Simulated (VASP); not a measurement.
# Ta4N5 (I4/m) in VASP: single point with r2SCAN

Aim: the single point of Ta4N5 with r2SCAN.

Program: VASP 6.6.1. These are calculated values, not measurements. Logs are shortened: lines on timing, memory, paths and dates and some standing lists are left out, and cuts for length are marked.

### Step 1. The cell of the first run

It takes space group I4/m (No. 87, tetragonal). The conventional cell has a = 6.554 Å, b = 6.554 Å, c = 4.117 Å, α = 90.00°, β = 90.00°, γ = 90.00°. Ta (site symmetry m) has 6 N at 2.00 to 2.17 Å within 2.6 Å. Within 2.6 Å of N (site symmetry 4/m) lie 4 Ta at 2.00 Å. N (site symmetry m) has 5 Ta at 2.06 to 2.17 Å within 2.7 Å.

### Step 2. Single point, r2SCAN (9.83 Å³/atom)

File POSCAR:

```
Ta4N5
1.0
   -3.2770109175      3.2770109175      2.0585561302
    3.2770109175     -3.2770109175      2.0585561302
    3.2770109175      3.2770109175     -2.0585561302
Ta N
4 5
Direct
    0.7863655261      0.6043730865      0.3907386126
    0.3956269135      0.7863655261      0.1819924395
    0.6043730865      0.2136344739      0.8180075605
    0.2136344739      0.3956269135      0.6092613874
    0.5000000000      0.5000000000      0.0000000000
    0.9103135213      0.2979788098      0.2082923311
    0.7020211902      0.9103135213      0.6123347115
    0.2979788098      0.0896864787      0.3876652885
    0.0896864787      0.7020211902      0.7917076689
```

File INCAR.step1:

```
  PREC = Accurate
  ENCUT = 520
  ISMEAR = 0
  SIGMA = 0.1
  LREAL = F
  LASPH = T
  NELM = 80
  NBANDS = 44
  GGA = PE
  ALGO = Normal
  EDIFF = 1E-4
  LWAVE = T
  LCHARG = F
```

File INCAR.step2:

```
  PREC = Accurate
  ENCUT = 520
  EDIFF = 1E-7
  ISMEAR = 0
  SIGMA = 0.1
  LREAL = F
  LASPH = T
  NELM = 80
  ALGO = Normal
  ISIF = 2
  LWAVE = F
  LCHARG = T
  METAGGA = R2SCAN
  LMIXTAU = T
  LELF = T
  LVHAR = T
  NBANDS = 44
  ISTART = 1
```

File KPOINTS:

```
Automatic mesh
0
Gamma
  10 10 10
```

Potentials or basis: VASP PAW PBE potentials, release 64 (Ta_pv, N).

On the command line:

```console
$ cat potpaw_PBE.64/Ta_pv/POTCAR potpaw_PBE.64/N/POTCAR > POTCAR
$ cp INCAR.step1 INCAR
$ mpirun -np 1 vasp_std > vasp.out
$ cp INCAR.step2 INCAR
$ mpirun -np 1 vasp_std > vasp.out
```

OUTCAR:

```text
PREC = Accurate
   ENCUT = 520
   EDIFF = 1E-7
   ISMEAR = 0
   LREAL = F
   LASPH = T
   NELM = 80
   ISIF = 2
   METAGGA = R2SCAN
   ISTART = 1

 ion  position               nearest neighbor table
   1  0.786  0.604  0.391-   5 2.00   8 2.06   8 2.06   7 2.08   9 2.09   6 2.17   3 2.83   2 2.83
                             4 2.85   4 2.85   2 3.02   3 3.02   2 3.02   3 3.02   4 3.12
   2  0.396  0.786  0.182-   5 2.00   6 2.06   6 2.06   9 2.08   8 2.09   7 2.17   4 2.83   1 2.83
                             3 2.85   3 2.85   1 3.02   4 3.02   1 3.02   4 3.02   3 3.12
   3  0.604  0.214  0.818-   5 2.00   9 2.06   9 2.06   6 2.08   7 2.09   8 2.17   1 2.83   4 2.83
                             2 2.85   2 2.85   4 3.02   1 3.02   4 3.02   1 3.02   2 3.12
   4  0.214  0.396  0.609-   5 2.00   7 2.06   7 2.06   8 2.08   6 2.09   9 2.17   2 2.83   3 2.83
                             1 2.85   1 2.85   3 3.02   2 3.02   3 3.02   2 3.02   1 3.12
   5  0.500  0.500  0.000-   2 2.00   3 2.00   1 2.00   4 2.00
   6  0.910  0.298  0.208-   2 2.06   2 2.06   3 2.08   4 2.09   1 2.17
   7  0.702  0.910  0.612-   4 2.06   4 2.06   1 2.08   3 2.09   2 2.17
   8  0.298  0.090  0.388-   1 2.06   1 2.06   4 2.08   2 2.09   3 2.17
   9  0.090  0.702  0.792-   3 2.06   3 2.06   2 2.08   1 2.09   4 2.17

  LATTYP: Found a body centered tetragonal cell.
 ALAT       =     6.5540218350
 C/A-ratio  =     0.6281810412

  Lattice vectors:

 A1 = (  -3.2770109175,   3.2770109175,   2.0585561302)
 A2 = (   3.2770109175,  -3.2770109175,   2.0585561302)
 A3 = (   3.2770109175,   3.2770109175,  -2.0585561302)

Analysis of symmetry for initial positions (statically):
=====================================================================
 Subroutine PRICEL returns:
 Original cell was already a primitive cell.

 Routine SETGRP: Setting up the symmetry group for a
 body centered tetragonal supercell.

 Subroutine GETGRP returns: Found  8 space group operations
 (whereof  8 operations were pure point group operations)
 out of a pool of 16 trial point group operations.

The static configuration has the point symmetry C_4h.

Analysis of symmetry for dynamics (positions and initial velocities):
=====================================================================
 Subroutine PRICEL returns:
 Original cell was already a primitive cell.

 Routine SETGRP: Setting up the symmetry group for a
 body centered tetragonal supercell.

 Subroutine GETGRP returns: Found  8 space group operations
 (whereof  8 operations were pure point group operations)
 out of a pool of 16 trial point group operations.

The dynamic configuration has the point symmetry C_4h.

 Subroutine INISYM returns: Found  8 space group operations
 (whereof  8 operations are pure point group operations),
 and found     1 'primitive' translations

----------------------------------------------------------------------------------------

                                     Primitive cell

  volume of cell :      88.4257

  direct lattice vectors                    reciprocal lattice vectors
    -3.277010918  3.277010918  2.058556130     0.000000000  0.152578070  0.242888689
     3.277010918 -3.277010918  2.058556130     0.152578070  0.000000000  0.242888689
     3.277010918  3.277010918 -2.058556130     0.152578070  0.152578070  0.000000000

  length of vectors
     5.071021046  5.071021046  5.071021046     0.286836160  0.286836160  0.215777975

  position of ions in fractional coordinates (direct lattice)
     0.786365526  0.604373086  0.390738613
     0.395626914  0.786365526  0.181992440
     0.604373086  0.213634474  0.818007560
     0.213634474  0.395626914  0.609261387
     0.500000000  0.500000000  0.000000000
     0.910313521  0.297978810  0.208292331
     0.702021190  0.910313521  0.612334711
     0.297978810  0.089686479  0.387665289
     0.089686479  0.702021190  0.791707669

  ion indices of the primitive-cell ions
   primitive index   ion index
                 1           1
                 2           2
                 3           3
                 4           4
                 5           5
                 6           6
                 7           7
                 8           8
                 9           9

----------------------------------------------------------------------------------------

 KPOINTS: Automatic mesh

Automatic generation of k-mesh.
 Grid dimensions read from file:
 generate k-points for:   10   10   10

 Generating k-lattice:

  Cartesian coordinates                     Fractional coordinates (reciprocal lattice)
     0.000000000  0.015257807  0.024288869     0.100000000 -0.000000000  0.000000000
     0.015257807  0.000000000  0.024288869    -0.000000000  0.100000000  0.000000000
     0.015257807  0.015257807  0.000000000     0.000000000  0.000000000  0.100000000

  Length of vectors
     0.028683616  0.028683616  0.021577798

  Shift w.r.t. Gamma in fractional coordinates (k-lattice)
     0.000000000  0.000000000  0.000000000

 Subroutine IBZKPT returns following result:
 ===========================================

 Found    144 irreducible k-points:

 Following reciprocal coordinates:
            Coordinates               Weight
  0.000000  0.000000  0.000000      1.000000
  0.100000 -0.000000  0.000000      8.000000
  0.200000 -0.000000  0.000000      8.000000
  0.300000 -0.000000  0.000000      8.000000
  0.400000 -0.000000  0.000000      8.000000
  0.500000  0.000000  0.000000      4.000000
[... 16 lines left out ...]
  0.200000  0.200000  0.000000      8.000000
  0.300000  0.200000  0.000000      8.000000
 [... further k-points ...]
   k-points           NKPTS =    144   k-points in BZ     NKDIM =    144   number of bands    NBANDS=     44
   number of dos      NEDOS =    301   number of ions     NIONS =      9
   total plane-waves  NPLWV =  64000
   dimension x,y,z NGX =    40 NGY =   40 NGZ =   40
   dimension x,y,z NGXF=    80 NGYF=   80 NGZF=   80
   ions per type =               4   5
   NGX,Y,Z   is equivalent  to a cutoff of  13.11, 13.11, 13.11 a.u.
   NGXF,Y,Z  is equivalent  to a cutoff of  26.23, 26.23, 26.23 a.u.
 SYSTEM =  unknown system
   PREC   = accura    normal or accurate (medium, high low for compatibility)
   ISTART =      1    job   : 0-new  1-cont  2-samecut
   ICHARG =      0    charge: 1-file 2-atom 10-const
   ISPIN  =      1    spin polarized calculation?
   LNONCOLLINEAR =      F non collinear calculations
   LSORBIT =      F    spin-orbit coupling
   LASPH  =      T    aspherical Exc in radial PAW
   ENCUT  =  520.0 eV  38.22 Ry    6.18 a.u.   9.43  9.43  9.43*2*pi/ulx,y,z
   NELM   =     80;   NELMIN=  2; NELMDL=  0     # of ELM steps
   EDIFF  = 0.1E-06   stopping-criterion for ELM
   LREAL  =      F    real-space projection
   EDIFFG = 0.1E-05   stopping-criterion for IOM
   NSW    =      0    number of steps for IOM
   IBRION =     -1    ionic relax: 0-MD 1-quasi-New 2-CG
   NFREE  =      0    steps in history (QN), initial steepest desc. (CG)
   ISIF   =      2    stress and relaxation
   ISYM   =      2    0-nonsym 1-usesym 2-fastsym
   POTIM  = 0.5000    time-step for ionic-motion
   TEBEG  =    0.0;   TEEND  =   0.0 temperature during run
   PSTRESS=    0.0 pullay stress
   NELECT =      69.0000    total number of electrons
   NUPDOWN=      -1.0000    fix difference up-down
   EMIN   =  10.00;   EMAX   =-10.00  energy-range for DOS
   EFERMI =   0.00;   METHOD = LEGACY
   ISMEAR =     0;   SIGMA  =   0.10  broadening in eV -4-tet -1-fermi 0-gaus
   EFERMI_NEDOS =   21; number of points for ismear=-14 and -15
   IALGO  =     38    algorithm
   IMIX   =      4    mixing-type and parameters
     AMIX     =   0.40;   BMIX     =  1.00
     AMIX_MAG =   1.60;   BMIX_MAG =  1.00
  volume/ion in A,a.u.               =       9.83        66.30
  Fermi-wavevector in a.u.,A,eV,Ry     =   1.507180  2.848157 30.906867  2.271591
  Thomas-Fermi vector in A             =   2.617800
   LORBIT       =      0    0 simple, 1 ext, 2 COOP (PROOUT), +10 PAW based schemes
   METAGGA = R2SCAN    functional components
   LHFCALC =     F    Hartree Fock is set to
   AEXX    =    0.0000 exact exchange contribution
   IVDW    =     0    specifies the selected vdW correction
   LEPSILON=     F    determine dielectric tensor
   LRPA    =     F    only Hartree local field effects (RPA)
 non-spin polarized calculation
 Gauss-broadening in eV      SIGMA  =   0.10
  energy-cutoff  :      520.00
  volume of cell :       88.43
 maximum number of plane-waves:      2439
 NGX is ok and might be reduce to    40
   NGX = 19   NGY = 19   NGZ = 19

 number of electron      69.0000002 magnetization

 Free energy of the ion-electron system (eV)
  ---------------------------------------------------
  ext. energy  EPLUGINS =         0.00000000
  ---------------------------------------------------
  free energy    TOTEN  =      -249.54922343 eV

  energy without entropy =     -249.54239035  energy(sigma->0) =     -249.54580689

 E-fermi :   9.1099     XC(G=0): -14.3855

 val. band max:        9.1085895590   @ k =  -0.1000   0.4000   0.0000
 cond. band min:       9.1196749240   @ k =   0.2000   0.1000   0.1000
 fundamental gap:      0.0110853650
 Fermi energy:         9.1099232027

 k-point     1 :       0.0000    0.0000    0.0000
  band No.  band energies     occupation
      1     -28.4770      2.00000
      2     -28.4572      2.00000
      3     -28.2128      2.00000
      4     -28.2128      2.00000
      5     -28.1881      2.00000
      6     -28.1881      2.00000
[... 36 lines left out ...]
     43      11.8119      0.00000
     44      12.9875      0.00000

 k-point     2 :       0.1000   -0.0000    0.0000
  band No.  band energies     occupation
      1     -28.5025      2.00000
      2     -28.4620      2.00000
      3     -28.3079      2.00000
      4     -28.2897      2.00000
      5     -28.1164      2.00000
      6     -28.0879      2.00000
[... 1026 lines left out ...]
 k-point    24 :       0.3000    0.2000    0.0000
  band No.  band energies     occupation
      1     -28.6968      2.00000
      2     -28.5232      2.00000
      3     -28.4598      2.00000
      4     -28.2806      2.00000
      5     -28.1527      2.00000
      6     -28.0309      2.00000
[... 36 lines left out ...]
     43      12.8263      0.00000
     44      13.6866      0.00000

 [... further k-points ...]

------------------------ aborting loop because EDIFF is reached ----------------------------------------

  FORCE on cell =-STRESS in cart. coord.  units (eV):
  Direction    XX          YY          ZZ          XY          YZ          ZX
  --------------------------------------------------------------------------------------
  -------------------------------------------------------------------------------------
  Total       29.9041984     29.9041984     29.8316737     -0.0000016     -0.0000000      0.0000000
  in kB      541.8315211    541.8315211    540.5174532     -0.0000283     -0.0000000      0.0000000
  external PRESSURE =     541.3934985 kB  Pullay stress =       0.0000000 kB

 VOLUME and BASIS-vectors are now :
 -----------------------------------------------------------------------------
  energy-cutoff  :      520.00
  volume of cell :       88.43
      direct lattice vectors                 reciprocal lattice vectors
    -3.277010918  3.277010918  2.058556130     0.000000000  0.152578070  0.242888689
     3.277010918 -3.277010918  2.058556130     0.152578070  0.000000000  0.242888689
     3.277010918  3.277010918 -2.058556130     0.152578070  0.152578070  0.000000000

 POSITION                                       TOTAL-FORCE (eV/Angst)
 -----------------------------------------------------------------------------------
      0.68406      1.87685      2.05856         0.006755     -0.002455     -0.000000
      1.87685     -0.68406      2.05856        -0.002455     -0.006755      0.000000
      1.40017      3.96107     -0.00000         0.002455      0.006755      0.000000
      2.59295      1.40017      0.00000        -0.006755      0.002455     -0.000000
      0.00000      0.00000      2.05856        -0.000000      0.000000     -0.000000
     -1.32405      2.68920      2.05856        -0.038617      0.028189     -0.000000
      2.68920      1.32405      2.05856         0.028189      0.038617      0.000000
      0.58781      1.95296      0.00000        -0.028189     -0.038617     -0.000000
      4.60106      0.58781      0.00000         0.038617     -0.028189     -0.000000
 -----------------------------------------------------------------------------------
    total drift:                                0.000000     -0.000000     -0.000000

  FREE ENERGIE OF THE ION-ELECTRON SYSTEM (eV)
  ---------------------------------------------------
  free  energy   TOTEN  =      -249.5492234254 eV

  energy  without entropy=     -249.5423903532  energy(sigma->0) =     -249.54580689
```

It took 74 min on 1 thread of Oxide Virtual Turin-like, shared host; peak memory 0.52 GiB.

What came out:

```
Free energy            : -249.5492 eV
Pressure               : 54.1 GPa
Largest force          : 0.048 eV/Å
Band gap on the k mesh : zero (an odd number of electrons rules out a gap without spin polarisation)
```

Forces on the atoms (eV/Å):
```
Ta   0.007 -0.002  0.000
Ta  -0.002 -0.007  0.000
Ta   0.002  0.007  0.000
Ta  -0.007  0.002  0.000
N    0.000  0.000  0.000
N   -0.039  0.028  0.000
N    0.028  0.039  0.000
N   -0.028 -0.039  0.000
N    0.039 -0.028  0.000
```

Levels at points of the mesh, in eV from the Fermi level:
```csv
k point,band 31,band 32,band 33,band 34,band 35,band 36,band 37,band 38,band 39,band 40
"(0.00, 0.00, 0.00)",-3.02,-3.02,-1.65,-1.65,-1.36,0.58,0.71,1.39,1.39,1.98
"(0.50, 0.00, 0.00)",-4.89,-3.45,-1.40,0.70,1.31,1.83,1.98,2.30,2.55,3.10
"(0.50, 0.50, 0.00)",-3.89,-3.82,-3.66,-2.08,-0.51,0.45,0.67,2.03,2.05,2.35
"(0.50, 0.50, 0.50)",-3.95,-3.95,-3.89,-2.66,-2.17,-0.70,-0.70,3.31,3.31,3.39
```

Caveat: the cell stands under pressure; the PAW data sets were made with another functional, which shifts forces and pressure a little; spin-orbit coupling is left out, which moves the levels of the heavy elements; an odd number of electrons without spin polarisation forces a metal; a magnetic or distorted state may lie lower.
